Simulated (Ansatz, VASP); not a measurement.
BN in VASP and in Ansatz

```
B N
1.0
     4.55540    0.00000    0.00000
     0.00000    4.55540    0.00000
     0.00000    0.00000    2.31980
B N
4 4
Direct
  0.17428 0.82572 0.50000
  0.32572 0.32572 0.00000
  0.67428 0.67428 0.00000
  0.82572 0.17428 0.50000
  0.81261 0.81261 0.50000
  0.31261 0.68739 0.00000
  0.68739 0.31261 0.00000
  0.18739 0.18739 0.50000
```

Alike in both runs: task single point; functional PBE; k mesh 6 × 6 × 10; occupations gaussian, width 0.05 eV; no spin polarisation.

```csv
,VASP,Ansatz
version,VASP 6.6.1,Ansatz 0.2.0
potentials or method,"VASP PAW PBE potentials, release 64 (B, N), cutoff 520 eV","scalar-relativistic, plane waves, PAW"
valence electrons in the cell,32,32
```

```csv
,VASP,Ansatz,Ansatz less VASP
gap on the k mesh at the Fermi level (eV),4.27,4.28,+0.011
least direct gap on the mesh (eV),5.59,5.59,+0.005
pressure (GPa),23.4,23.0,-0.45
"traceless stress, the component that is largest in VASP (GPa)",82.49,81.96,-0.522
rms of the force components (eV/Å),0.492,0.474,-0.0174
```

Atom by atom the forces differ by 0.020 eV/Å (rms over components).
